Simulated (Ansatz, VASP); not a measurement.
# One calculation of HC6, two programs

Contents of INCAR:

```
PREC = Accurate
ENCUT = 520
EDIFF = 1E-6
ISMEAR = 0
SIGMA = 0.1
LREAL = False
LASPH = True
NELM = 60
ALGO = Normal
ISIF = 2
LWAVE = False
LCHARG = False
LDIPOL = True
IDIPOL = 3
DIPOL = 0.5 0.5 0.309
GGA = PE
NBANDS = 38
```

The input KPOINTS:

```
Automatic mesh
0
Gamma
  6 3 1
```

Contents of POSCAR:

```
HC6
1.0
    4.9326910638      0.0000000000      0.0000000000
    0.0000000000      8.5222964205      0.0000000000
    0.0000000000      0.0000000000     22.9416055954
C H
12 2
Direct
    0.0000000000      0.0000000000      0.1743557130
    0.5000000000      0.0000000000      0.1743557130
    0.2500000000      0.0000000000      0.2053898368
    0.7500000000      0.0000000000      0.2053898368
    0.2500000000      0.0000000000      0.2674580844
    0.7500000000      0.0000000000      0.2674580844
    0.0000000000      0.0000000000      0.2977124344
    0.5000000000      0.0000000000      0.2977124344
    0.0000000000      0.0000000000      0.3626190265
    0.5000000000      0.0000000000      0.3626190265
    0.2500000000      0.0000000000      0.3897550046
    0.7500000000      0.0000000000      0.3897550046
    0.1841130438      0.0000000000      0.4651638505
    0.3158869562      0.0000000000      0.4651638505
```

Input for Ansatz:

```yaml
crystal:
  lattice:
    - [4.9326910638, 0.0, 0.0]
    - [0.0, 8.5222964205, 0.0]
    - [0.0, 0.0, 22.9416055954]
  atoms:
    - { symbol: C, position: [0.0, 0.0, 0.174355713] }
    - { symbol: C, position: [0.5, 0.0, 0.174355713] }
    - { symbol: C, position: [0.25, 0.0, 0.2053898368] }
    - { symbol: C, position: [0.75, 0.0, 0.2053898368] }
    - { symbol: C, position: [0.25, 0.0, 0.2674580844] }
    - { symbol: C, position: [0.75, 0.0, 0.2674580844] }
    - { symbol: C, position: [0.0, 0.0, 0.2977124344] }
    - { symbol: C, position: [0.5, 0.0, 0.2977124344] }
    - { symbol: C, position: [0.0, 0.0, 0.3626190265] }
    - { symbol: C, position: [0.5, 0.0, 0.3626190265] }
    - { symbol: C, position: [0.25, 0.0, 0.3897550046] }
    - { symbol: C, position: [0.75, 0.0, 0.3897550046] }
    - { symbol: H, position: [0.1841130438, 0.0, 0.4651638505] }
    - { symbol: H, position: [0.3158869562, 0.0, 0.4651638505] }
basis:
  ecutwfc: 420
kpoints:
  mp_grid: { grid: [6, 3, 1] }
hamiltonian:
  xc: pbe
  pseudopotentials: { kind: paw, azcp: { folder: soft_1 } }
scf:
  occupations: { method: gaussian, width: 0.1 }
output:
  forces: true
  eigenvalues: true
efield:
  axis: 3
  dipole_correction: true
  ramp_width: 0.04
```

Alike in both runs: task single point; functional PBE; k mesh 6 × 3 × 1; occupations gaussian, width 0.1 eV; no spin polarisation.

|  | VASP | Ansatz |
| --- | --- | --- |
| version | VASP 6.6.1 | Ansatz 0.2.0 |
| potentials or method | VASP PAW PBE potentials, release 64 (C, H), cutoff 520 eV | scalar-relativistic, plane waves, PAW |
| valence electrons in the cell | 50 | 50 |

VASP gave:

- gap on the k mesh at the Fermi level (eV): 0.03
- least direct gap on the mesh (eV): 0.03
- rms of the force components (eV/Å): 1.615

What did Ansatz give for the same quantities?

gap on the k mesh at the Fermi level (eV): 0.03; least direct gap on the mesh (eV): 0.03; rms of the force components (eV/Å): 1.613.

Atom by atom the forces differ by 0.015 eV/Å (rms over components). The functional is the same, so the differences come from potentials, cutoffs and numerics.
